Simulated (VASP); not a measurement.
Runs of VASP 6.6.1 on H. The structure is that of space group P4/mmm (No. 123), or close to it. The cells are those of the table. 

```csv
cell,gap on the mesh (eV),pressure (GPa)
"a = 2.607, b = 2.607, c = 1.013 Å, 1 atom",none,-3.0
"a = 2.797, b = 2.797, c = 0.880 Å, 1 atom",none,(a)
"a = 2.724, b = 2.724, c = 0.927 Å, 1 atom",none,(b)
"a = 2.686, b = 2.686, c = 0.954 Å, 1 atom",none,5.0
"a = 2.493, b = 2.493, c = 1.107 Å, 1 atom",none,-10.7
```

Alike in all rows: task single point; level PBE+D3(BJ); potentials or basis VASP PAW PBE potentials, release 64 (H); no spin polarisation; k mesh 12 × 12 × 30; cutoff (eV) 520; smearing gaussian 0.05 eV.

Problem. Fill in the values left out.

Solution. (a) 14.8; (b) 9.7.

Caveats: pairwise dispersion overbinds metals, which lowers pressure and volume.

A gap of «none» marks levels without a gap at the run's occupations.
